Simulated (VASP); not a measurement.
# NaH (Fm-3m) in VASP: further runs

The runs below take NaH through relaxation of cell and atoms, with PBE.

All numbers are computed with VASP 6.6.1; they aren't measurements. Logs are shortened: lines on timing, memory, paths and dates and some standing lists are left out, and cuts for length are marked.

## Step 1: The cell of the first run

The structure is cubic, space group Fm-3m (No. 225). Conventional cell: a = 4.880 Å, b = 4.880 Å, c = 4.880 Å, α = 90.00°, β = 90.00°, γ = 90.00°. Na (site symmetry m-3m) has 6 H at 2.44 Å within 3.2 Å. H (site symmetry m-3m) has 6 Na at 2.44 Å within 3.2 Å.

## Step 2: Relaxation of cell and atoms, PBE

INCAR reads:

```
PREC = Accurate ; ENCUT = 500
EDIFF = 1E-7 ; ISMEAR = 0
SIGMA = 0.01 ; LREAL = False
LASPH = True ; NELM = 120
ALGO = Normal ; ISIF = 3
LWAVE = False ; LCHARG = False
GGA = PE ; IBRION = 2
NSW = 80 ; EDIFFG = -0.01
GGA_COMPAT = False ; NELMIN = 4
```

KPOINTS reads:

```
regular mesh
0
Gamma
  6 6 6
```

POSCAR reads:

```
NaH
1.0
    0.0000000000      2.4400000000      2.4400000000
    2.4400000000      0.0000000000      2.4400000000
    2.4400000000      2.4400000000      0.0000000000
Na H
1 1
Direct
    0.0000000000      0.0000000000      0.0000000000
    0.5000000000      0.5000000000      0.5000000000
```

Potentials or basis: VASP PAW PBE potentials, release 64 (Na_pv, H).

Launch:

```bash
cat potpaw_PBE.64/Na_pv/POTCAR potpaw_PBE.64/H/POTCAR > POTCAR
mpirun -np 1 vasp_std > vasp.out
```

OUTCAR:

```text
PREC = Accurate
   ENCUT = 500
   EDIFF = 1E-7
   ISMEAR = 0
   LREAL = False
   LASPH = True
   NELM = 120
   ISIF = 3
   GGA = PE
   IBRION = 2
   NSW = 80
   EDIFFG = -0.01
   NELMIN = 4

 ion  position               nearest neighbor table
   1  0.000  0.000  0.000-
   2  0.500  0.500  0.500-

  LATTYP: Found a face centered cubic cell.
 ALAT       =     4.8800000000

  Lattice vectors:

 A1 = (   0.0000000000,   2.4400000000,   2.4400000000)
 A2 = (   2.4400000000,   0.0000000000,   2.4400000000)
 A3 = (   2.4400000000,   2.4400000000,   0.0000000000)

Analysis of symmetry for initial positions (statically):
=====================================================================
 Subroutine PRICEL returns:
 Original cell was already a primitive cell.

 Routine SETGRP: Setting up the symmetry group for a
 face centered cubic supercell.

 Subroutine GETGRP returns: Found 48 space group operations
 (whereof 48 operations were pure point group operations)
 out of a pool of 48 trial point group operations.

The static configuration has the point symmetry O_h .

Analysis of symmetry for dynamics (positions and initial velocities):
=====================================================================
 Subroutine PRICEL returns:
 Original cell was already a primitive cell.

 Routine SETGRP: Setting up the symmetry group for a
 face centered cubic supercell.

 Subroutine GETGRP returns: Found 48 space group operations
 (whereof 48 operations were pure point group operations)
 out of a pool of 48 trial point group operations.

The dynamic configuration has the point symmetry O_h .

 Subroutine INISYM returns: Found 48 space group operations
 (whereof 48 operations are pure point group operations),
 and found     1 'primitive' translations

----------------------------------------------------------------------------------------

                                     Primitive cell

  volume of cell :      29.0536

  direct lattice vectors                    reciprocal lattice vectors
     0.000000000  2.440000000  2.440000000    -0.204918033  0.204918033  0.204918033
     2.440000000  0.000000000  2.440000000     0.204918033 -0.204918033  0.204918033
     2.440000000  2.440000000  0.000000000     0.204918033  0.204918033 -0.204918033

  length of vectors
     3.450681092  3.450681092  3.450681092     0.354928444  0.354928444  0.354928444

  position of ions in fractional coordinates (direct lattice)
     0.000000000  0.000000000  0.000000000
[... 61 lines left out ...]
   ISTART =      0    job   : 0-new  1-cont  2-samecut
   ICHARG =      2    charge: 1-file 2-atom 10-const
   ISPIN  =      1    spin polarized calculation?
   LNONCOLLINEAR =      F non collinear calculations
   LSORBIT =      F    spin-orbit coupling
   LASPH  =      T    aspherical Exc in radial PAW
   ENCUT  =  500.0 eV  36.75 Ry    6.06 a.u.   6.29  6.29  6.29*2*pi/ulx,y,z
   NELM   =    120;   NELMIN=  4; NELMDL= -5     # of ELM steps
   EDIFF  = 0.1E-06   stopping-criterion for ELM
   LREAL  =      F    real-space projection
   EDIFFG = -.1E-01   stopping-criterion for IOM
   NSW    =     80    number of steps for IOM
   IBRION =      2    ionic relax: 0-MD 1-quasi-New 2-CG
   NFREE  =      1    steps in history (QN), initial steepest desc. (CG)
   ISIF   =      3    stress and relaxation
   ISYM   =      2    0-nonsym 1-usesym 2-fastsym
   POTIM  = 0.5000    time-step for ionic-motion
   TEBEG  =    0.0;   TEEND  =   0.0 temperature during run
   PSTRESS=    0.0 pullay stress
   NELECT =       8.0000    total number of electrons
   NUPDOWN=      -1.0000    fix difference up-down
   EMIN   =  10.00;   EMAX   =-10.00  energy-range for DOS
   EFERMI =   0.00;   METHOD = LEGACY
   ISMEAR =     0;   SIGMA  =   0.01  broadening in eV -4-tet -1-fermi 0-gaus
   EFERMI_NEDOS =   21; number of points for ismear=-14 and -15
   IALGO  =     38    algorithm
   IMIX   =      4    mixing-type and parameters
     AMIX     =   0.40;   BMIX     =  1.00
     AMIX_MAG =   1.60;   BMIX_MAG =  1.00
  volume/ion in A,a.u.               =      14.53        98.03
  Fermi-wavevector in a.u.,A,eV,Ry     =   1.065054  2.012660 15.433636  1.134340
  Thomas-Fermi vector in A             =   2.200593
   LORBIT       =      0    0 simple, 1 ext, 2 COOP (PROOUT), +10 PAW based schemes
   GGA     = PE    functional components
   LHFCALC =     F    Hartree Fock is set to
   AEXX    =    0.0000 exact exchange contribution
   IVDW    =     0    specifies the selected vdW correction
   LEPSILON=     F    determine dielectric tensor
   LRPA    =     F    only Hartree local field effects (RPA)
 conjugate gradient relaxation of ions
 non-spin polarized calculation
 Gauss-broadening in eV      SIGMA  =   0.01
  energy-cutoff  :      500.00
  volume of cell :       29.05
 maximum number of plane-waves:       754
 NGX is ok and might be reduce to    28
   NGX = 13   NGY = 13   NGZ = 13

--------------------------------------- Ionic step        1  -------------------------------------------

 number of electron       8.0000008 magnetization

 Free energy of the ion-electron system (eV)
  ---------------------------------------------------
  ext. energy  EPLUGINS =         0.00000000
  ---------------------------------------------------
  free energy    TOTEN  =        -5.08584264 eV

  energy without entropy =       -5.08584264  energy(sigma->0) =       -5.08584264

------------------------ aborting loop because EDIFF is reached ----------------------------------------

  FORCE on cell =-STRESS in cart. coord.  units (eV):
  Direction    XX          YY          ZZ          XY          YZ          ZX
  --------------------------------------------------------------------------------------
  -------------------------------------------------------------------------------------
  Total       -0.1323538     -0.1323538     -0.1323538      0.0000000      0.0000000     -0.0000000
  in kB       -7.2987355     -7.2987355     -7.2987355      0.0000000      0.0000000     -0.0000000
  external PRESSURE =      -7.2987355 kB  Pullay stress =       0.0000000 kB
[... 59 lines left out ...]
--------------------------------------- Ionic step        3  -------------------------------------------

 number of electron       7.9999999 magnetization

 Free energy of the ion-electron system (eV)
  ---------------------------------------------------
  ext. energy  EPLUGINS =         0.00000000
  ---------------------------------------------------
  free energy    TOTEN  =        -5.08793912 eV

  energy without entropy =       -5.08793912  energy(sigma->0) =       -5.08793912

 E-fermi :  -1.0565     XC(G=0):  -7.7672

 val. band max:       -1.1622050400   @ k =  -0.3333   0.5000   0.1667
 cond. band min:       2.6425330613   @ k =   0.5000   0.0000   0.0000
 fundamental gap:      3.8047381012
 Fermi energy:        -1.0564559443

 k-point     1 :       0.0000    0.0000    0.0000
  band No.  band energies     occupation
      1     -23.2200      2.00000
      2     -23.2200      2.00000
      3     -23.2200      2.00000
      4      -4.7316      2.00000
      5       9.2947      0.00000
      6      14.4795      0.00000
      7      14.4795      0.00000
      8      14.4795      0.00000
[... 192 lines left out ...]
  FREE ENERGIE OF THE ION-ELECTRON SYSTEM (eV)
  ---------------------------------------------------
  free  energy   TOTEN  =        -5.0879391151 eV

  energy  without entropy=       -5.0879391151  energy(sigma->0) =       -5.08793912

 reached required accuracy - stopping structural energy minimisation
```

OSZICAR:

```text
N       E                     dE             d eps       ncg     rms          rms(c)
DAV:   1     0.146013138841E+02    0.14601E+02   -0.47632E+03   256   0.983E+02
DAV:   2    -0.511526887699E+01   -0.19717E+02   -0.19717E+02   280   0.125E+02
DAV:   3    -0.550893528019E+01   -0.39367E+00   -0.39367E+00   320   0.238E+01
[... 23 lines left out ...]
DAV:   3    -0.508815913846E+01    0.33517E-02   -0.57419E-03   256   0.157E+00    0.417E-02
DAV:   4    -0.508794498431E+01    0.21415E-03   -0.19124E-04   296   0.307E-01    0.550E-03
DAV:   5    -0.508793957374E+01    0.54106E-05   -0.38405E-06   304   0.402E-02    0.157E-03
DAV:   6    -0.508793905530E+01    0.51843E-06   -0.51090E-07   288   0.131E-02    0.391E-04
DAV:   7    -0.508793911509E+01   -0.59783E-07   -0.19287E-08   136   0.238E-03
   3 F= -.50879391E+01 E0= -.50879391E+01  d E =-.209648E-02
```

CONTCAR:

```text
NaH
   1.00000000000000
     0.0000000000000000    2.4169308654131592    2.4169308654131592
     2.4169308654131592   -0.0000000000000000    2.4169308654131592
     2.4169308654131592    2.4169308654131592   -0.0000000000000000
  Na              H
     1     1
Direct
     0.0000000000000000    0.0000000000000000    0.0000000000000000
     0.5000000000000000    0.5000000000000000    0.5000000000000000

  0.00000000E+00  0.00000000E+00  0.00000000E+00
  0.00000000E+00  0.00000000E+00  0.00000000E+00
```

Wall time 12 s (1 thread of AMD EPYC 7R43 (Zen 3), shared host); peak memory 0.11 GiB.

Results:

| Quantity | Value |
| --- | --- |
| Free energy | -5.0879 eV |
| Relaxed volume | 14.12 Å³/atom |
| Relaxed cell | a = 3.418 Å, b = 3.418 Å, c = 3.418 Å, α = 60.00°, β = 60.00°, γ = 60.00° |
| Space group after relaxing (to 0.1 Å) | Fm-3m (No. 225) |
| Energy gained by relaxing | 1.0 meV/atom |
| Ionic steps | 3 |
| Pressure after relaxing | -0.1 GPa |
| Band gap on the k mesh | 3.80 eV (least direct gap 4.61 eV) |

The path:
| step | energy change (eV) | largest force (eV/Å) | pressure (GPa) | volume (Å³) |
| --- | --- | --- | --- | --- |
| 1 | 0.0000 | 0.0000 | -0.73 | 29.05 |
| 2 | -0.0011 | 0.0000 | -0.52 | 28.78 |
| 3 | -0.0021 | 0.0000 | -0.08 | 28.24 |

Final structure:
```cif
data_structure
_symmetry_space_group_name_H-M 'P 1'
_symmetry_Int_Tables_number 1
_cell_length_a 3.4181
_cell_length_b 3.4181
_cell_length_c 3.4181
_cell_angle_alpha 60.000
_cell_angle_beta 60.000
_cell_angle_gamma 60.000
_cell_volume 28.24
loop_
_atom_site_label
_atom_site_type_symbol
_atom_site_fract_x
_atom_site_fract_y
_atom_site_fract_z
_atom_site_occupancy
Na1 Na 0.00000 0.00000 0.00000 1
H1 H 0.50000 0.50000 0.50000 1
```

A k mesh can miss the band edges. PBE gaps usually lie below the measured ones, often by a third to a half.

## Step 3: Relaxation of cell and atoms, PBE, target pressure 2 GPa, at which the enthalpy is minimised

INCAR reads:

```
SYSTEM = NaH
  PREC = Accurate
  ENCUT = 500
  EDIFF = 1E-7
  ISMEAR = 0
  SIGMA = 0.01
  LREAL = .FALSE.
  LASPH = .TRUE.
  NELM = 120
  ALGO = Normal
  ISIF = 3
  LWAVE = .FALSE.
  LCHARG = .FALSE.
  GGA = PE
  IBRION = 2
  NSW = 80
  EDIFFG = -0.01
  PSTRESS = 20.0
  GGA_COMPAT = .FALSE.
  NELMIN = 4
```

KPOINTS reads:

```
Automatic mesh
0
G
  6 6 6
  0 0 0
```

POSCAR is that of step 2.

Potentials or basis: VASP PAW PBE potentials, release 64 (Na_pv, H).

Launch:

```bash
cat potpaw_PBE.64/Na_pv/POTCAR potpaw_PBE.64/H/POTCAR > POTCAR
mpirun -np 1 vasp_std > vasp.out
```

OUTCAR:

```text
SYSTEM = NaH
   PREC = Accurate
   ENCUT = 500
   EDIFF = 1E-7
   ISMEAR = 0
   LREAL = .FALSE.
   LASPH = .TRUE.
   NELM = 120
   ISIF = 3
   GGA = PE
   IBRION = 2
   NSW = 80
   EDIFFG = -0.01
   PSTRESS = 20.0
   NELMIN = 4

 ion  position               nearest neighbor table
   1  0.000  0.000  0.000-
   2  0.500  0.500  0.500-

  LATTYP: Found a face centered cubic cell.
 ALAT       =     4.8800000000

  Lattice vectors:

 A1 = (   0.0000000000,   2.4400000000,   2.4400000000)
 A2 = (   2.4400000000,   0.0000000000,   2.4400000000)
 A3 = (   2.4400000000,   2.4400000000,   0.0000000000)

Analysis of symmetry for initial positions (statically):
=====================================================================
 Subroutine PRICEL returns:
 Original cell was already a primitive cell.

 Routine SETGRP: Setting up the symmetry group for a
 face centered cubic supercell.

 Subroutine GETGRP returns: Found 48 space group operations
 (whereof 48 operations were pure point group operations)
 out of a pool of 48 trial point group operations.

The static configuration has the point symmetry O_h .

Analysis of symmetry for dynamics (positions and initial velocities):
[... 136 lines left out ...]
  energy-cutoff  :      500.00
  volume of cell :       29.05
 maximum number of plane-waves:       754
 NGX is ok and might be reduce to    28
   NGX = 13   NGY = 13   NGZ = 13

--------------------------------------- Ionic step        1  -------------------------------------------

 number of electron       8.0000008 magnetization

 Free energy of the ion-electron system (eV)
  ---------------------------------------------------
  ext. energy  EPLUGINS =         0.00000000
  ---------------------------------------------------
  free energy    TOTEN  =        -5.08584264 eV

  energy without entropy =       -5.08584264  energy(sigma->0) =       -5.08584264

------------------------ aborting loop because EDIFF is reached ----------------------------------------

  FORCE on cell =-STRESS in cart. coord.  units (eV):
  Direction    XX          YY          ZZ          XY          YZ          ZX
  --------------------------------------------------------------------------------------
  -------------------------------------------------------------------------------------
  Total       -0.1323538     -0.1323538     -0.1323538      0.0000000      0.0000000     -0.0000000
  in kB       -7.2987355     -7.2987355     -7.2987355      0.0000000      0.0000000     -0.0000000
  external PRESSURE =     -27.2987355 kB  Pullay stress =      20.0000000 kB
[... 101 lines left out ...]
--------------------------------------- Ionic step        4  -------------------------------------------

 number of electron       8.0000003 magnetization

 Free energy of the ion-electron system (eV)
  ---------------------------------------------------
  ext. energy  EPLUGINS =         0.00000000
  ---------------------------------------------------
  free energy    TOTEN  =        -5.07600926 eV

  energy without entropy =       -5.07600926  energy(sigma->0) =       -5.07600926

 E-fermi :  -0.7726     XC(G=0):  -8.0295

 val. band max:       -0.9109616266   @ k =  -0.3333   0.5000   0.1667
 cond. band min:       3.0296868477   @ k =   0.5000   0.0000   0.0000
 fundamental gap:      3.9406484743
 Fermi energy:        -0.7725838477

 k-point     1 :       0.0000    0.0000    0.0000
  band No.  band energies     occupation
      1     -22.8329      2.00000
      2     -22.8329      2.00000
      3     -22.8329      2.00000
      4      -4.6964      2.00000
      5      10.2484      0.00000
      6      15.3192      0.00000
      7      15.3192      0.00000
      8      15.3192      0.00000
[... 196 lines left out ...]
  energy  without entropy=       -5.0760092645  energy(sigma->0) =       -5.07600926

  enthalpy is  TOTEN    =        -4.7496836612 eV   P V=        0.3263256033

 reached required accuracy - stopping structural energy minimisation
```

OSZICAR:

```text
N       E                     dE             d eps       ncg     rms          rms(c)
DAV:   1     0.146013138841E+02    0.14601E+02   -0.47632E+03   256   0.983E+02
DAV:   2    -0.511526887699E+01   -0.19717E+02   -0.19717E+02   280   0.125E+02
DAV:   3    -0.550893528019E+01   -0.39367E+00   -0.39367E+00   320   0.238E+01
[... 34 lines left out ...]
DAV:   3    -0.507607930806E+01    0.10671E-02   -0.18157E-03   256   0.899E-01    0.232E-02
DAV:   4    -0.507601088099E+01    0.68427E-04   -0.64970E-05   280   0.180E-01    0.300E-03
DAV:   5    -0.507600947527E+01    0.14057E-05   -0.88230E-07   296   0.187E-02    0.941E-04
DAV:   6    -0.507600923653E+01    0.23874E-06   -0.22413E-07   152   0.945E-03    0.210E-04
DAV:   7    -0.507600926447E+01   -0.27944E-07   -0.80048E-09   128   0.149E-03
   4 F= -.47496837E+01 E0= -.47496837E+01  d E =-.265171E-01
```

CONTCAR:

```text
NaH
   1.00000000000000
     0.0000000000000000    2.3555947635476793    2.3555947635476793
     2.3555947635476793   -0.0000000000000000    2.3555947635476793
     2.3555947635476793    2.3555947635476793   -0.0000000000000000
  Na              H
     1     1
Direct
     1.0000000000000000    0.0000000000000000    1.0000000000000000
     0.5000000000000000    0.5000000000000000    0.5000000000000000

  0.00000000E+00  0.00000000E+00  0.00000000E+00
  0.00000000E+00  0.00000000E+00  0.00000000E+00
```

Wall time 16 s (1 thread of AMD EPYC 7R43 (Zen 3), shared host); peak memory 0.11 GiB.

What came out:

```
Free energy                                                : -5.0760 eV
Relaxed volume                                             : 13.07 Å³/atom
Relaxed cell                                               : a = 3.331 Å, b = 3.331 Å, c = 3.331 Å, α = 60.00°, β = 60.00°, γ = 60.00°
Space group after relaxing (to 0.1 Å)                      : Fm-3m (No. 225)
Energy change on relaxing (the run minimises the enthalpy) : +4.9 meV/atom
Ionic steps                                                : 4
Pressure after relaxing                                    : 2.0 GPa
Band gap on the k mesh                                     : 3.94 eV (least direct gap 4.78 eV)
```

The path:
```tsv
step	energy change (eV)	largest force (eV/Å)	pressure (GPa)	volume (Å³)
1	0.0000	0.0000	-0.73	29.05
2	-0.0021	0.0000	0.10	28.03
3	0.0066	0.0000	1.69	26.42
4	0.0098	0.0000	2.03	26.14
```

Final structure:
```cif
data_structure
_symmetry_space_group_name_H-M 'P 1'
_symmetry_Int_Tables_number 1
_cell_length_a 3.3313
_cell_length_b 3.3313
_cell_length_c 3.3313
_cell_angle_alpha 60.000
_cell_angle_beta 60.000
_cell_angle_gamma 60.000
_cell_volume 26.14
loop_
_atom_site_label
_atom_site_type_symbol
_atom_site_fract_x
_atom_site_fract_y
_atom_site_fract_z
_atom_site_occupancy
Na1 Na 0.00000 0.00000 0.00000 1
H1 H 0.50000 0.50000 0.50000 1
```

Caveat: the cell is relaxed towards a set pressure, so the run minimises the enthalpy, not the energy. A k mesh can miss the band edges.

[end of part 1 of 2]
